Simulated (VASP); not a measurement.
# AlN (F-43m) in VASP: notebook, part 2 of 2

VASP 6.6.1.

## (3) Single point, LDA

INCAR

```
SYSTEM = AlN
PREC = Accurate ; ENCUT = 600
EDIFF = 1E-6 ; ISMEAR = 0
SIGMA = 0.01 ; LREAL = .False.
LASPH = .True. ; NELM = 120
ALGO = Normal ; ISIF = 2
LWAVE = .False. ; LCHARG = .False.
GGA = CA ; NBANDS = 11
GGA_COMPAT = .False.
```

KPOINTS

```
regular mesh
0
Gamma
  8 8 8
  0 0 0
```

POSCAR

```
AlN
1.0
    0.0000000000      2.1848764208      2.1848764208
    2.1848764208      0.0000000000      2.1848764208
    2.1848764208      2.1848764208      0.0000000000
Al N
1 1
Direct
    0.0000000000      0.0000000000      0.0000000000
    0.2500000000      0.2500000000      0.2500000000
```

Potentials or basis: VASP PAW LDA potentials, release 64 (Al, N).

Run with:

```console
> cat potpaw_LDA.64/Al/POTCAR potpaw_LDA.64/N/POTCAR > POTCAR
> mpirun -np 1 vasp_std > vasp.out
```

OUTCAR:

```text
SYSTEM = AlN
   PREC = Accurate
   ENCUT = 600
   EDIFF = 1E-6
   ISMEAR = 0
   LREAL = .False.
   LASPH = .True.
   NELM = 120
   ISIF = 2
   GGA = CA

 ion  position               nearest neighbor table
   1  0.000  0.000  0.000-   2 1.89   2 1.89   2 1.89   2 1.89
   2  0.250  0.250  0.250-   1 1.89   1 1.89   1 1.89   1 1.89

  LATTYP: Found a face centered cubic cell.
 ALAT       =     4.3697528416

  Lattice vectors:

 A1 = (   0.0000000000,   2.1848764208,   2.1848764208)
[... 522 lines left out ...]

------------------------ aborting loop because EDIFF is reached ----------------------------------------

  FORCE on cell =-STRESS in cart. coord.  units (eV):
  Direction    XX          YY          ZZ          XY          YZ          ZX
  --------------------------------------------------------------------------------------
  -------------------------------------------------------------------------------------
  Total       -0.4368525     -0.4368525     -0.4368525      0.0000000      0.0000000     -0.0000000
  in kB      -33.5532645    -33.5532645    -33.5532645      0.0000000      0.0000000     -0.0000000
  external PRESSURE =     -33.5532645 kB  Pullay stress =       0.0000000 kB

 VOLUME and BASIS-vectors are now :
 -----------------------------------------------------------------------------
  energy-cutoff  :      600.00
  volume of cell :       20.86
      direct lattice vectors                 reciprocal lattice vectors
     0.000000000  2.184876421  2.184876421    -0.228845895  0.228845895  0.228845895
     2.184876421  0.000000000  2.184876421     0.228845895 -0.228845895  0.228845895
     2.184876421  2.184876421  0.000000000     0.228845895  0.228845895 -0.228845895

 POSITION                                       TOTAL-FORCE (eV/Angst)
 -----------------------------------------------------------------------------------
      0.00000      0.00000      0.00000         0.000000      0.000000      0.000000
      1.09244      1.09244      1.09244        -0.000000     -0.000000     -0.000000
 -----------------------------------------------------------------------------------
    total drift:                               -0.000000     -0.000000     -0.000000

  FREE ENERGIE OF THE ION-ELECTRON SYSTEM (eV)
  ---------------------------------------------------
  free  energy   TOTEN  =       -16.3728519810 eV

  energy  without entropy=      -16.3728519810  energy(sigma->0) =      -16.37285198
```

It took 5.4 s on 1 thread of Intel Xeon 6975P-C (Granite Rapids), shared host; peak memory 0.13 GiB.

What came out:

- Free energy: -16.3729 eV
- Pressure: -3.4 GPa
- Band gap on the k mesh: 3.22 eV, indirect (least direct gap 4.22 eV)

Levels at points of the mesh, in eV from the valence-band top:
```
           k point  band 1  band 2  band 3  band 4  band 5  band 6  band 7  band 8
(0.00, 0.00, 0.00)  -14.82    0.00    0.00    0.00    4.22   12.32   12.32   12.32
(0.50, 0.00, 0.00)  -12.70   -5.90   -0.49   -0.49    7.26    9.76   10.96   10.96
(0.50, 0.50, 0.00)  -12.04   -4.95   -1.79   -1.79    3.22    8.40   13.74   15.47
```

## (4) Single point, PBEsol+D3(BJ)

INCAR

```
SYSTEM = AlN
  PREC = Accurate
  ENCUT = 600
  EDIFF = 1E-6
  ISMEAR = 0
  SIGMA = 0.01
  LREAL = .False.
  LASPH = .True.
  NELM = 120
  ALGO = Normal
  ISIF = 2
  LWAVE = .False.
  LCHARG = .False.
  GGA = PS
  IVDW = 12
  NBANDS = 11
  GGA_COMPAT = .False.
```

KPOINTS

```
Automatic mesh
0
Gamma
  8 8 8
  0 0 0
```

POSCAR is that of step 3.

Potentials or basis: VASP PAW PBE potentials, release 64 (Al, N).

Run with:

```console
> cat potpaw_PBE.64/Al/POTCAR potpaw_PBE.64/N/POTCAR > POTCAR
> mpirun -np 1 vasp_std > vasp.out
```

It took 5.9 s on 1 thread of Intel Xeon 6975P-C (Granite Rapids), shared host; peak memory 0.16 GiB.

Results (log left out):

```yaml
Free_energy: -16.0640 eV
Pressure: -2.6 GPa
Band_gap_on_the_k_mesh: 3.19 eV, indirect (least direct gap 4.12 eV)
Dispersion_energy_per_atom: -0.226 eV
```

Levels at points of the mesh, in eV from the valence-band top:
```csv
k point,band 2,band 3,band 4,band 5,band 6,band 7
"(0.00, 0.00, 0.00)",0.00,0.00,0.00,4.12,12.46,12.46
"(0.50, 0.00, 0.00)",-5.91,-0.48,-0.48,7.28,9.76,11.03
"(0.50, 0.50, 0.00)",-4.94,-1.79,-1.79,3.19,8.47,13.86
```

Caveat: the PAW data sets were made with another functional, which shifts forces and pressure a little.

## (5) Single point, PBEsol

INCAR

```
SYSTEM = AlN
PREC = Accurate ; ENCUT = 600
EDIFF = 1E-6 ; ISMEAR = 1
SIGMA = 0.2 ; LREAL = .False.
LASPH = .True. ; NELM = 120
ALGO = Normal ; ISIF = 2
LWAVE = .False. ; LCHARG = .False.
GGA = PS ; NBANDS = 11
GGA_COMPAT = .False.
```

KPOINTS

```
regular mesh
0
Gamma
  8 8 8
  0 0 0
```

POSCAR is that of step 4.

Run with:

```console
> cat potpaw_PBE.64/Al/POTCAR potpaw_PBE.64/N/POTCAR > POTCAR
> mpirun -np 1 vasp_std > vasp.out
```

Run time: 5.8 s. Hardware: 1 thread of Intel Xeon 6975P-C (Granite Rapids), shared host; peak memory 0.15 GiB.

It converged, with:

- Free energy: -15.6116 eV
- Pressure: 0.9 GPa
- Band gap on the k mesh: 3.19 eV, indirect (least direct gap 4.12 eV)

Levels at points of the mesh, in eV from the valence-band top:
| k point | band 2 | band 3 | band 4 | band 5 | band 6 | band 7 |
| --- | --- | --- | --- | --- | --- | --- |
| (0.00, 0.00, 0.00) | 0.00 | 0.00 | 0.00 | 4.12 | 12.46 | 12.46 |
| (0.50, 0.00, 0.00) | -5.91 | -0.48 | -0.48 | 7.28 | 9.76 | 11.03 |
| (0.50, 0.50, 0.00) | -4.94 | -1.79 | -1.79 | 3.19 | 8.47 | 13.86 |

Caveat: the PAW data sets were made with another functional, which shifts forces and pressure a little.

## (6) Overview

| level | potentials or basis | smearing | gap on the mesh (eV) | pressure (GPa) |
| --- | --- | --- | --- | --- |
| PBEsol | VASP PAW PBE potentials, release 64 (Al, N) | methfessel-paxton 0.5 eV | 3.19 | 0.9 |
| LDA | VASP PAW LDA potentials, release 64 (Al, N) | gaussian 0.01 eV | 3.22 | -3.4 |
| PBEsol+D3(BJ) | VASP PAW PBE potentials, release 64 (Al, N) | gaussian 0.01 eV | 3.19 | -2.6 |
| PBEsol | VASP PAW PBE potentials, release 64 (Al, N) | methfessel-paxton 0.2 eV | 3.19 | 0.9 |

Alike in all rows: task single point; no spin polarisation; cell as given; k mesh 8 × 8 × 8; cutoff (eV) 600.

Caveats: the PAW data sets were made with another functional, which shifts forces and pressure a little (some runs).

Total energies depend on the potentials used, so only differences within one code and one set of settings carry meaning.
